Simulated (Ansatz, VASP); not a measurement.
# Two plane-wave programs on Cd3O2

```xyz
5
Lattice="3.3425 0.0000 0.0000 -1.6712 2.8947 0.0000 0.0000 0.0000 8.5189" Properties=species:S:1:pos:R:3 pbc="T T T"
Cd    0.0000    0.0000    2.9106
Cd    0.0000    0.0000    5.6084
Cd    0.0000    0.0000    0.0000
O     0.0000    1.9298    7.0805
O     1.6712    0.9649    1.4385
```

Alike in both runs: task single point; functional PBE; k mesh 6 × 6 × 2; occupations gaussian, width 0.1 eV; no spin polarisation.

```csv
,VASP,Ansatz
version,VASP 6.6.1,Ansatz 0.2.0
potentials or method,"VASP PAW PBE potentials, release 64 (Cd, O), cutoff 600 eV","scalar-relativistic, plane waves, PAW"
valence electrons in the cell,48,72
```

|  | VASP | Ansatz | Ansatz less VASP |
| --- | --- | --- | --- |
| gap on the k mesh at the Fermi level (eV) | none | none | - |
| pressure (GPa) | 0.0 | -0.6 | -0.56 |
| traceless stress, the component that is largest in VASP (GPa) | 1.13 | 0.93 | -0.206 |
| rms of the force components (eV/Å) | 0.039 | 0.050 | +0.0108 |

Atom by atom the forces differ by 0.013 eV/Å (rms over components). A gap of «none» marks a metal or a gap that the smearing closes. VASP's potentials hold 48 valence electrons a cell and Ansatz's 72, so a difference there can come from the potentials and not from the codes.

The k mesh is coarse, so the values compare programs but aren't converged.
